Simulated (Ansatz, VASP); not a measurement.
GaIr3: VASP beside Ansatz

The input INCAR:

```
SYSTEM = GaIr3
ALGO = Normal ; EDIFF = 1E-6
ENCUT = 520 ; GGA = PE
ISIF = 2 ; ISMEAR = 0
ISPIN = 2 ; LASPH = .TRUE.
LCHARG = .FALSE. ; LMAXMIX = 4
LORBIT = 11 ; LREAL = .FALSE.
LWAVE = .FALSE. ; MAGMOM = 0 1 1 1
NBANDS = 32 ; NELM = 150
PREC = Accurate ; SIGMA = 0.1
```

The input KPOINTS:

```
k-points
0
G
  4 4 6
  0 0 0
```

File POSCAR:

```
GaIr3
1.0
    2.7803444673     -3.7709614318      0.0000000000
    2.7803444673      3.7709614318      0.0000000000
    0.0000000000      0.0000000000      2.7729463538
Ga Ir
1 3
Direct
    0.0000000000      0.0000000000      0.0000000000
    0.5000000000      0.5000000000      0.0000000000
    0.0000000000      0.5000000000      0.5000000000
    0.5000000000      0.0000000000      0.5000000000
```

Input for Ansatz:

```yaml
crystal:
  lattice:
    - [2.7803444673, -3.7709614318, 0.0]
    - [2.7803444673, 3.7709614318, 0.0]
    - [0.0, 0.0, 2.7729463538]
  atoms:
    - { symbol: Ga, position: [0.0, 0.0, 0.0] }
    - { symbol: Ir, position: [0.5, 0.5, 0.0], spin: 1.0 }
    - { symbol: Ir, position: [0.0, 0.5, 0.5], spin: 1.0 }
    - { symbol: Ir, position: [0.5, 0.0, 0.5], spin: 1.0 }
basis:
  ecutwfc: 420
kpoints:
  mp_grid: { grid: [4, 4, 6] }
hamiltonian:
  xc: pbe
scf:
  occupations: { method: gaussian, width: 0.1 }
  lower_state_search: "off"
output:
  forces: true
  stress: true
  eigenvalues: true
  populations: true
magnetization:
  spin_polarized: true
```

Change from the starting cell: species swapped into the CdPt3 type (Cmmm, No. 65).

Alike in both runs: task single point; functional PBE; k mesh 4 × 4 × 6; occupations gaussian, width 0.1 eV; collinear spin.

|  | VASP | Ansatz |
| --- | --- | --- |
| version | VASP 6.6.1 | Ansatz 0.2.0 |
| potentials or method | VASP PAW PBE potentials, release 64 (Ga_d, Ir), cutoff 520 eV | scalar-relativistic, plane waves, PAW |
| valence electrons in the cell | 40 | 64 |

```csv
,VASP,Ansatz,Ansatz less VASP
gap on the k mesh at the Fermi level (eV),none,none,-
pressure (GPa),0.5,-0.1,-0.53
"traceless stress, the component that is largest in VASP (GPa)",0.06,0.02,-0.040
net moment per atom (μB),0.02,0.00,-0.014
size of the moment on the site where the two differ most (μB),0.04,0.01,-0.031
```

Site moments also hang on the region over which each program counts them. A gap of «none» marks a metal or a gap that the smearing closes. The functional is the same, so the differences come from potentials, cutoffs and numerics. VASP's potentials hold 40 valence electrons a cell and Ansatz's 64, so a difference there can come from the potentials and not from the codes. Ansatz's warnings: seeded moment not kept.

The k mesh is coarse, so the values compare programs but aren't converged. Neither program's run includes spin-orbit coupling.
